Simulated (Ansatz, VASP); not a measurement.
## Two plane-wave programs on TiO2

```xyz
6
Lattice="4.5940 0.0000 0.0000 0.0000 4.5940 0.0000 0.0000 0.0000 2.9590" Properties=species:S:1:pos:R:3 pbc="T T T"
Ti    0.0000    0.0000    0.0000
Ti    2.2970    2.2970    1.4795
O     1.4058    1.4058    0.0000
O     0.8912    3.7028    1.4795
O     3.1882    3.1882    0.0000
O     3.7028    0.8912    1.4795
```

Alike in both runs: task relaxation of cell and atoms; functional PBE; k mesh 4 × 4 × 6; occupations gaussian, width 0.1 eV; no spin polarisation.

|  | VASP | Ansatz |
| --- | --- | --- |
| version | VASP 6.6.1 | Ansatz 0.2.0 |
| potentials or method | VASP PAW PBE potentials, release 64 (Ti_sv, O), cutoff 600 eV | scalar-relativistic, plane waves, PAW |
| valence electrons in the cell | 48 | 48 |

|  | VASP | Ansatz | Ansatz less VASP |
| --- | --- | --- | --- |
| gap on the k mesh at the Fermi level, each at its own relaxed structure (eV) | 1.82 | 1.86 | +0.040 |
| relaxed volume (Å³/atom) | 10.66 | 10.64 | -0.020 |
| relaxed cell length with the largest relative difference (Å) | 2.971 | 2.965 | -0.0059 |
